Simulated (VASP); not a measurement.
Input of a VASP 6.6.1 run:

Contents of POSCAR:

```
Ta
1.0
    3.3707580209      0.0000000000      0.0000000000
    0.0000000000      3.2813935163      0.0000000000
    0.0000000000      0.0000000000      3.2813935163
Ta
2
Direct
    0.0000000000      0.0000000000      0.0000000000
    0.5000000000      0.5000000000      0.5000000000
```

The input INCAR.step1:

```
ALGO = Normal ; EDIFF = 1E-4
ENCUT = 520 ; GGA = PE
ISMEAR = 0 ; LASPH = T
LCHARG = F ; LREAL = F
LWAVE = T ; NBANDS = 18
NELM = 80 ; PREC = Accurate
SIGMA = 0.1
```

INCAR.step2

```
ALGO = Normal ; EDIFF = 1E-6
ENCUT = 520 ; ISIF = 2
ISMEAR = 0 ; ISTART = 1
LASPH = T ; LCHARG = F
LMIXTAU = T ; LREAL = F
LWAVE = F ; METAGGA = R2SCAN
NBANDS = 18 ; NELM = 80
PREC = Accurate ; SIGMA = 0.1
```

Contents of KPOINTS:

```
k-points
0
Gamma
  16 16 16
```

Potentials or basis: VASP PAW PBE potentials, release 64 (Ta_pv).

Command:

```console
$ cat potpaw_PBE.64/Ta_pv/POTCAR > POTCAR
$ cp INCAR.step1 INCAR
$ mpirun -np 1 vasp_std > vasp.out
$ cp INCAR.step2 INCAR
$ mpirun -np 1 vasp_std > vasp.out
```

Task: What does it give for the pressure?

Result: -0.3 GPa.

Task: Predict the band gap on the k mesh.

Result: Zero (bands 11 and 12 overlap by 2.86 eV).

Stress tensor (GPa, compression positive):
```
-2.01  0.00  0.00
 0.00  0.61  0.00
 0.00  0.00  0.61
```

Caveat: the cell differs from its parent crystal (uniaxial strain along a: +2.0 %, then relaxed in part); the PAW data sets were made with another functional, which shifts forces and pressure a little; spin-orbit coupling is left out, which moves the levels of the heavy elements.
